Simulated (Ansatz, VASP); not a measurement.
## Two plane-wave programs on AlSi16

```xyz
17
Lattice="0.0000 5.4300 5.4300 5.4300 0.0000 5.4300 5.4300 5.4300 0.0000" Properties=species:S:1:pos:R:3 pbc="T T T"
Si    0.0331   -0.0406   -0.0383
Si    1.3765    1.3033    1.3056
Si    2.7485    2.6738   -0.0228
Si    4.1192    4.0458    1.3056
Si    2.7486   -0.0251    2.6761
Si    4.1192    1.3032    4.0482
Si    5.4476    2.6738    2.6762
Si    6.7731    4.0795    4.0818
Si    0.0487    2.6747    2.6770
Si    1.3769    4.0457    4.0479
Si    2.7479    5.3740    2.6769
Si    4.1536    6.6990    4.0814
Si    2.7478    2.6746    5.3762
Si    4.1536    4.0790    6.7013
Si    5.4631    5.3894    5.3916
Si    6.7734    6.6990    6.7012
Al    8.1785    8.1042    8.1065
```

Alike in both runs: functional PBE; dispersion D3(BJ); k mesh 2 × 2 × 2; occupations gaussian, width 0.05 eV; collinear spin.

Ansatz relaxed the structure, and its values are those at the end. VASP's run is a single point on that final structure, the one shown.

|  | VASP | Ansatz |
| --- | --- | --- |
| version | VASP 6.6.1 | Ansatz 0.2.0 |
| potentials or method | VASP PAW PBE potentials, release 64 (Si, Al), cutoff 520 eV | scalar-relativistic, plane waves, PAW |
| valence electrons in the cell | 67 | 67 |

```csv
,VASP,Ansatz,Ansatz less VASP
rms of the force components (eV/Å),0.003,0.003,+0.0002
net moment per atom (μB),0.00,0.00,0.000
```

Ansatz's warnings: seeded moment not kept.

The k mesh is coarse, so the values compare programs but aren't converged.
